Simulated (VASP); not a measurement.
Here is a VASP 6.6.1 calculation.

File INCAR:

```
ALGO     = Fast           # electronic algorithm
EDIFF    = 1E-6           # SCF threshold, eV
ENCUT    = 520            # plane-wave cutoff, eV
GGA      = PS             # functional
ISIF     = 2              # what is computed and relaxed
ISMEAR   = 0              # smearing method
LASPH    = True           # aspherical terms in the spheres
LCHARG   = False          # write CHGCAR
LREAL    = False          # projectors in reciprocal space
LWAVE    = False          # write WAVECAR
NBANDS   = 14             # bands
NELM     = 60             # most SCF steps
PREC     = Accurate       # precision mode
SIGMA    = 0.15           # smearing width, eV
```

The input KPOINTS:

```
k-points
0
Gamma
  20 20 20
```

Contents of POSCAR:

```
TiAl
1.0
    3.1091269662      0.0000000000      0.0000000000
    0.0000000000      3.1091269662      0.0000000000
    0.0000000000      0.0000000000      3.2038211886
Ti Al
1 1
Direct
    0.0000000000      0.0000000000      0.0000000000
    0.5000000000      0.5000000000      0.5000000000
```

Potentials or basis: VASP PAW PBE potentials, release 64 (Ti_sv, Al).

Launch:

```sh
$ cat potpaw_PBE.64/Ti_sv/POTCAR potpaw_PBE.64/Al/POTCAR > POTCAR
$ mpirun -np 1 vasp_std > vasp.out
```

(1) Estimate the band gap on the k mesh.

(2) Predict the pressure.

Results:

(1) zero (an odd number of electrons rules out a gap without spin polarisation).

(2) 2.0 GPa.

Caveat: the cell differs from its parent crystal (strain -0.015 along x and y, +0.015 along z); the PAW data sets were made with another functional, which shifts forces and pressure a little.
